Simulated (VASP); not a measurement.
Write the native input for VASP 6.6.1 that does the following.

- Task: single point
- Functional: PBE
- Potentials or basis: VASP PAW PBE potentials, release 64 (Ag, Bi_d, Te, Se)
- Cutoff: 520 eV
- k mesh: 4 × 4 × 2
- Occupations: methfessel-paxton, width 0.28 eV
- Spin: no spin polarisation
- Dipole correction: no
- Further INCAR settings: ALGO = Normal; EDIFF = 1e-07; NBANDS = 27

The structure of AgBiTeSe lies in POSCAR:

```
AgBiTeSe
1.0
    4.2021930000      0.0000000000      0.0000000000
    0.0000000000      4.2021930000      0.0000000000
    0.0000000000      0.0000000000      6.2922500000
Ag Bi Te Se
1 1 1 1
Direct
    0.0000000000      0.0000000000      0.0000000000
    0.5000000000      0.5000000000      0.5000000000
    0.5000000000      0.5000000000      0.0000000000
    0.0000000000      0.0000000000      0.5000000000
```

These files were run (other wordings do the same):

INCAR

```
SYSTEM = AgBiTeSe
  ALGO = Normal
  EDIFF = 1E-7
  ENCUT = 520
  GGA = PE
  ISIF = 2
  ISMEAR = 1
  LASPH = .TRUE.
  LCHARG = .FALSE.
  LREAL = .FALSE.
  LWAVE = .FALSE.
  NBANDS = 27
  NELM = 80
  PREC = Accurate
  SIGMA = 0.28
```

KPOINTS

```
k-points
0
G
  4 4 2
  0 0 0
```

Potentials or basis: VASP PAW PBE potentials, release 64 (Ag, Bi_d, Te, Se).

Launch:

```sh
$ cat potpaw_PBE.64/Ag/POTCAR potpaw_PBE.64/Bi_d/POTCAR potpaw_PBE.64/Te/POTCAR potpaw_PBE.64/Se/POTCAR > POTCAR
$ mpirun -np 1 vasp_std > vasp.out
```

It gave:

```json
{
  "Pressure": "0.5 GPa",
  "Band gap on the k mesh": "zero (band 19 reaches 5.67 eV, above the bottom of band 20 at 5.51 eV)"
}
```

Caveat: the k points lie up to 0.50 Å⁻¹ apart; spin-orbit coupling is left out, which moves the levels of the heavy elements.

It took 45 s on 1 thread of AMD EPYC 7R13 Processor (Zen 3), with other jobs on the host, peak memory 0.2 GiB.
